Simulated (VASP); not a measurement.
A run of VASP 6.6.1 is set up as follows.

INCAR

```
SYSTEM = SnO
ALGO = Fast
EDIFF = 1E-7
ENCUT = 520
GGA = PS
ISIF = 2
ISMEAR = 0
LASPH = .True.
LCHARG = .True.
LELF = .True.
LREAL = .False.
LVHAR = .True.
LWAVE = .False.
NBANDS = 28
NELM = 100
PREC = Accurate
SIGMA = 0.15
```

Contents of KPOINTS:

```
k-points
0
Gamma
  12 12 10
  0 0 0
```

POSCAR

```
SnO
1.0
    3.2317000000      0.0000000000      0.0000000000
    0.0000000000      4.3723000000      0.0000000000
    0.0000000000      0.0000000000      4.8360000000
Sn O
2 2
Direct
    0.0000000000      0.5000000000      0.2385000000
    0.5000000000      0.0000000000      0.7615000000
    0.0000000000      0.0000000000      0.0000000000
    0.5000000000      0.5000000000      0.0000000000
```

Potentials or basis: VASP PAW PBE potentials, release 64 (Sn_d, O).

Run with:

```bash
$ cat potpaw_PBE.64/Sn_d/POTCAR potpaw_PBE.64/O/POTCAR > POTCAR
$ mpirun -np 1 vasp_std > vasp.out
```

(1) Predict the band gap on the k mesh.

(2) What does it give for the pressure?

(3) Estimate the largest force.

Results:

(1) zero (bands 20 and 21 overlap by 0.02 eV).

(2) 11.5 GPa.

(3) 2.667 eV/Å.

Caveat: the cell differs from its parent crystal (strain -0.1500 x Voigt [1, -1, 0, 0, 0, 0]); the stress differs along the axes, from -3 to 26 GPa; semilocal functionals underestimate gaps, and a narrow one can read as zero; the PAW data sets were made with another functional, which shifts forces and pressure a little; spin-orbit coupling is left out, which moves the levels of the heavy elements.
